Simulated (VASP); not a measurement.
# Sb2Se3 (P-3m1) in VASP: relaxation of cell and atoms with PBE

Aim: the relaxation of cell and atoms of Sb2Se3 with PBE.

Program: VASP 6.6.1. These are calculated values, not measurements. Logs are shortened: lines on timing, memory, paths and dates and some standing lists are left out, and cuts for length are marked.

## Step 1: The cell of the first run

The structure is trigonal, space group P-3m1 (No. 164). Conventional cell: a = 4.100 Å, b = 4.100 Å, c = 10.338 Å, α = 90.00°, β = 90.00°, γ = 120.00°. Sb (site symmetry 3m) has 6 Se at 2.80 to 3.03 Å within 3.7 Å. Within 3.7 Å of Se (site symmetry 3m) lie 3 Sb at 2.80 Å. Within 4.2 Å of Se (site symmetry -3m) lie 6 Sb at 3.03 Å and 12 Se at 4.10 to 4.13 Å.

## Step 2: Relaxation of cell and atoms, PBE

INCAR reads:

```
PREC = Accurate
ENCUT = 500
EDIFF = 1E-7
ISMEAR = 0
SIGMA = 0.02
LREAL = F
LASPH = T
NELM = 120
ALGO = Normal
ISIF = 3
LWAVE = F
LCHARG = F
GGA = PE
IBRION = 2
NSW = 100
EDIFFG = -0.01
GGA_COMPAT = F
NELMIN = 4
```

KPOINTS reads:

```
regular mesh
0
Gamma
  12 12 4
```

POSCAR reads:

```
Sb2Se3
1.0
    4.0998154311      0.0000000000      0.0000000000
   -2.0499077156      3.5505443142      0.0000000000
    0.0000000000      0.0000000000     10.3376237926
Sb Se
2 3
Direct
    0.3333333333      0.6666666667      0.1825087916
    0.6666666667      0.3333333333      0.8174912084
    0.6666666667      0.3333333333      0.3274282148
    0.3333333333      0.6666666667      0.6725717852
    0.0000000000      0.0000000000      0.0000000000
```

Potentials or basis: VASP PAW PBE potentials, release 64 (Sb, Se).

The run is started by

```
> cat potpaw_PBE.64/Sb/POTCAR potpaw_PBE.64/Se/POTCAR > POTCAR
> mpirun -np 1 vasp_std > vasp.out
```

OUTCAR:

```text
PREC = Accurate
   ENCUT = 500
   EDIFF = 1E-7
   ISMEAR = 0
   LREAL = F
   LASPH = T
   NELM = 120
   ISIF = 3
   GGA = PE
   IBRION = 2
   NSW = 100
   EDIFFG = -0.01
   NELMIN = 4

 ion  position               nearest neighbor table
   1  0.333  0.667  0.183-   3 2.80   3 2.80   3 2.80   5 3.03   5 3.03   5 3.03
   2  0.667  0.333  0.817-   4 2.80   4 2.80   4 2.80   5 3.03   5 3.03   5 3.03
   3  0.667  0.333  0.327-   1 2.80   1 2.80   1 2.80
   4  0.333  0.667  0.673-   2 2.80   2 2.80   2 2.80
   5  0.000  0.000  0.000-   1 3.03   2 3.03   2 3.03   1 3.03   2 3.03   1 3.03

  LATTYP: Found a hexagonal cell.
 ALAT       =     4.0998154311
 C/A-ratio  =     2.5214851659

  Lattice vectors:

 A1 = (   4.0998154311,   0.0000000000,   0.0000000000)
 A2 = (  -2.0499077156,   3.5505443142,   0.0000000000)
 A3 = (   0.0000000000,   0.0000000000,  10.3376237926)

Analysis of symmetry for initial positions (statically):
=====================================================================
 Subroutine PRICEL returns:
 Original cell was already a primitive cell.

 Routine SETGRP: Setting up the symmetry group for a
 hexagonal supercell.

 Subroutine GETGRP returns: Found 12 space group operations
 (whereof 12 operations were pure point group operations)
 out of a pool of 24 trial point group operations.

The static configuration has the point symmetry D_3d.

Analysis of symmetry for dynamics (positions and initial velocities):
=====================================================================
 Subroutine PRICEL returns:
 Original cell was already a primitive cell.

 Routine SETGRP: Setting up the symmetry group for a
 hexagonal supercell.

 Subroutine GETGRP returns: Found 12 space group operations
 (whereof 12 operations were pure point group operations)
 out of a pool of 24 trial point group operations.

The dynamic configuration has the point symmetry D_3d.

 Subroutine INISYM returns: Found 12 space group operations
 (whereof 12 operations are pure point group operations),
 and found     1 'primitive' translations

----------------------------------------------------------------------------------------

                                     Primitive cell

  volume of cell :     150.4804
[... 101 lines left out ...]
   ISIF   =      3    stress and relaxation
   ISYM   =      2    0-nonsym 1-usesym 2-fastsym
   POTIM  = 0.5000    time-step for ionic-motion
   TEBEG  =    0.0;   TEEND  =   0.0 temperature during run
   PSTRESS=    0.0 pullay stress
   NELECT =      28.0000    total number of electrons
   NUPDOWN=      -1.0000    fix difference up-down
   EMIN   =  10.00;   EMAX   =-10.00  energy-range for DOS
   EFERMI =   0.00;   METHOD = LEGACY
   ISMEAR =     0;   SIGMA  =   0.02  broadening in eV -4-tet -1-fermi 0-gaus
   EFERMI_NEDOS =   21; number of points for ismear=-14 and -15
   IALGO  =     38    algorithm
   IMIX   =      4    mixing-type and parameters
     AMIX     =   0.40;   BMIX     =  1.00
     AMIX_MAG =   1.60;   BMIX_MAG =  1.00
  volume/ion in A,a.u.               =      30.10       203.10
  Fermi-wavevector in a.u.,A,eV,Ry     =   0.934618  1.766172 11.884838  0.873511
  Thomas-Fermi vector in A             =   2.061441
   LORBIT       =      0    0 simple, 1 ext, 2 COOP (PROOUT), +10 PAW based schemes
   GGA     = PE    functional components
   LHFCALC =     F    Hartree Fock is set to
   AEXX    =    0.0000 exact exchange contribution
   IVDW    =     0    specifies the selected vdW correction
   LEPSILON=     F    determine dielectric tensor
   LRPA    =     F    only Hartree local field effects (RPA)
 conjugate gradient relaxation of ions
 non-spin polarized calculation
 Gauss-broadening in eV      SIGMA  =   0.02
  energy-cutoff  :      500.00
  volume of cell :      150.48
 maximum number of plane-waves:      3847
 NGX is ok and might be reduce to    30
   NGX = 15   NGY = 15   NGZ = 37

--------------------------------------- Ionic step        1  -------------------------------------------

 number of electron      27.9999996 magnetization

 Free energy of the ion-electron system (eV)
  ---------------------------------------------------
  ext. energy  EPLUGINS =         0.00000000
  ---------------------------------------------------
  free energy    TOTEN  =       -20.08726159 eV

  energy without entropy =      -20.08726159  energy(sigma->0) =      -20.08726159

------------------------ aborting loop because EDIFF is reached ----------------------------------------

  FORCE on cell =-STRESS in cart. coord.  units (eV):
  Direction    XX          YY          ZZ          XY          YZ          ZX
  --------------------------------------------------------------------------------------
  -------------------------------------------------------------------------------------
  Total       -0.0526205     -0.0526205      0.8344894      0.0000000      0.0000000     -0.0000000
  in kB       -0.5602543     -0.5602543      8.8848777      0.0000000      0.0000000     -0.0000000
  external PRESSURE =       2.5881231 kB  Pullay stress =       0.0000000 kB
[... 221 lines left out ...]
--------------------------------------- Ionic step        7  -------------------------------------------

 number of electron      27.9999999 magnetization

 Free energy of the ion-electron system (eV)
  ---------------------------------------------------
  ext. energy  EPLUGINS =         0.00000000
  ---------------------------------------------------
  free energy    TOTEN  =       -20.10286742 eV

  energy without entropy =      -20.10286742  energy(sigma->0) =      -20.10286742

 E-fermi :   3.8507     XC(G=0):  -8.7994

 val. band max:        3.7544446384   @ k =   0.0833   0.0000   0.0000
 cond. band min:       4.1639116589   @ k =   0.0000   0.0000   0.0000
 fundamental gap:      0.4094670204
 Fermi energy:         3.8506828172

 k-point     1 :       0.0000    0.0000    0.0000
  band No.  band energies     occupation
      1     -10.1522      2.00000
      2      -9.6189      2.00000
      3      -8.8728      2.00000
      4      -4.7401      2.00000
      5      -3.4445      2.00000
      6       1.7610      2.00000
[... 481 lines left out ...]
      5      -3.7597      2.00000
      6       0.4173      2.00000
[... 10 lines left out ...]
     17       5.6463      0.00000
     18       6.2153      0.00000

 [... further k-points ...]

------------------------ aborting loop because EDIFF is reached ----------------------------------------

  FORCE on cell =-STRESS in cart. coord.  units (eV):
  Direction    XX          YY          ZZ          XY          YZ          ZX
  --------------------------------------------------------------------------------------
  -------------------------------------------------------------------------------------
  Total        0.0166915      0.0166915      0.0483536     -0.0000000     -0.0000000      0.0000000
  in kB        0.1781503      0.1781503      0.5160825     -0.0000000     -0.0000000      0.0000000
  external PRESSURE =       0.2907943 kB  Pullay stress =       0.0000000 kB
[... 20 lines left out ...]
  FREE ENERGIE OF THE ION-ELECTRON SYSTEM (eV)
  ---------------------------------------------------
  free  energy   TOTEN  =       -20.1028674238 eV

  energy  without entropy=      -20.1028674238  energy(sigma->0) =      -20.10286742

 reached required accuracy - stopping structural energy minimisation
```

It took 12 min on 1 thread of Intel Xeon Platinum 8259CL at 2.50GHz (Skylake/Cascade Lake), shared host; peak memory 0.38 GiB.

Results:

```
Free energy                           : -20.1029 eV
Relaxed volume                        : 30.02 Å³/atom
Relaxed cell                          : a = 4.069 Å, b = 4.069 Å, c = 10.469 Å, α = 90.00°, β = 90.00°, γ = 120.00°
Space group after relaxing (to 0.1 Å) : P-3m1 (No. 164)
Energy gained by relaxing             : 3.1 meV/atom
Ionic steps                           : 7
Pressure after relaxing               : 0.0 GPa
Largest force after relaxing          : 0.008 eV/Å
Band gap on the k mesh                : 0.41 eV (least direct gap 0.43 eV)
```

Forces on the atoms (eV/Å):
```
Sb   0.000  0.000 -0.008
Sb   0.000  0.000  0.008
Se   0.000  0.000  0.005
Se   0.000  0.000 -0.005
Se   0.000  0.000  0.000
```

The path:
```
step  energy change (eV)  largest force (eV/Å)  pressure (GPa)  volume (Å³)
   1              0.0000                0.2715            0.26       150.48
   2             -0.0115                0.0488           -0.39       151.54
   3             -0.0116                0.0219           -0.46       151.67
   4             -0.0154                0.0331            0.00       150.08
   5             -0.0154                0.0345            0.01       150.04
   6             -0.0155                0.0140            0.02       150.07
   7             -0.0156                0.0082            0.03       150.11
```

Final structure:
```yaml
crystal:
  lattice:
    - [4.06905, 0.00000, 0.00000]
    - [-2.03453, 3.52390, 0.00000]
    - [0.00000, 0.00000, 10.46896]
  atoms:
    - { symbol: Sb, position: [0.33333, 0.66667, 0.18086] }
    - { symbol: Sb, position: [0.66667, 0.33333, 0.81914] }
    - { symbol: Se, position: [0.66667, 0.33333, 0.32909] }
    - { symbol: Se, position: [0.33333, 0.66667, 0.67091] }
    - { symbol: Se, position: [0.00000, 0.00000, 0.00000] }
```

Caveat: semilocal functionals underestimate gaps, and a narrow one can read as zero; spin-orbit coupling is left out, which moves the levels of the heavy elements; this functional lacks dispersion, which binds layers or chains, so the pressure and a relaxed spacing across them are unreliable.
